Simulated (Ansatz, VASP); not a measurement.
One calculation of Ta2Au, two programs

```
Ta Au
1.0
     0.00000    3.84409    3.84409
     3.84409    0.00000    3.84409
     3.84409    3.84409    0.00000
Ta Au
4 2
Direct
  0.12500 0.12500 0.12500
  0.62500 0.12500 0.12500
  0.12500 0.12500 0.62500
  0.12500 0.62500 0.12500
  0.50000 0.50000 0.50000
  0.75000 0.75000 0.75000
```

Alike in both runs: task relaxation of cell and atoms; functional PBE; k mesh 8 × 8 × 8; occupations gaussian, width 0.1 eV; no spin polarisation.

|  | VASP | Ansatz |
| --- | --- | --- |
| version | VASP 6.6.1 | Ansatz 0.2.0 |
| potentials or method | VASP PAW PBE potentials, release 64 (Ta_pv, Au), cutoff 600 eV | scalar-relativistic, plane waves, PAW |
| valence electrons in the cell | 66 | 90 |

|  | VASP | Ansatz | Ansatz less VASP |
| --- | --- | --- | --- |
| gap on the k mesh at the Fermi level, each at its own relaxed structure (eV) | none | none | - |
| relaxed volume (Å³/atom) | 18.87 | 18.86 | -0.017 |
| relaxed cell length with the largest relative difference (Å) | 5.431 | 5.429 | -0.0016 |

A gap of «none» marks a metal or a gap that the smearing closes. VASP's potentials hold 66 valence electrons a cell and Ansatz's 90, so a difference there can come from the potentials and not from the codes.

Spin-orbit coupling is off throughout.
